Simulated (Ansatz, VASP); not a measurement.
# Pd in VASP and in Ansatz

Contents of INCAR:

```
PREC = Accurate ; ENCUT = 520
EDIFF = 1E-6 ; ISMEAR = 0
SIGMA = 0.017 ; LREAL = F
LASPH = T ; NELM = 80
ALGO = Fast ; ISIF = 2
LWAVE = F ; LCHARG = F
GGA = PE ; NBANDS = 11
```

Contents of KPOINTS:

```
Automatic mesh
0
Gamma
  12 12 12
```

POSCAR

```
Pd
1.0
    0.0000000000      1.9465000000      1.9465000000
    1.9465000000      0.0000000000      1.9465000000
    1.9465000000      1.9465000000      0.0000000000
Pd
1
Direct
    0.0000000000      0.0000000000      0.0000000000
```

The input input.yaml:

```yaml
crystal:
  lattice:
    - [0.0, 1.9465, 1.9465]
    - [1.9465, 0.0, 1.9465]
    - [1.9465, 1.9465, 0.0]
  atoms:
    - { symbol: Pd, position: [0.0, 0.0, 0.0] }
hamiltonian:
  xc: pbe
  pseudopotentials: { kind: paw }
kpoints:
  mp_grid: { grid: [12, 12, 12] }
scf:
  occupations: { method: gaussian, width: 0.017 }
output:
  forces: true
  stress: true
  eigenvalues: true
```

Alike in both runs: task single point; functional PBE; k mesh 12 × 12 × 12; occupations gaussian, width 0.017 eV; no spin polarisation.

|  | VASP | Ansatz |
| --- | --- | --- |
| version | VASP 6.6.1 | Ansatz 0.2.0 |
| potentials or method | VASP PAW PBE potentials, release 64 (Pd) | Ansatz PAW |
| plane-wave cutoff (eV) | 520 | 420 |
| valence electrons in the cell | 10 | 18 |

|  | VASP | Ansatz | Ansatz less VASP |
| --- | --- | --- | --- |
| gap on the k mesh at the Fermi level (eV) | none | none | - |
| pressure (GPa) | 6.7 | 6.9 | +0.24 |

A gap of «none» marks a metal or a gap that the smearing closes. VASP's potentials hold 10 valence electrons a cell and Ansatz's 18, so a difference there can come from the potentials and not from the codes.
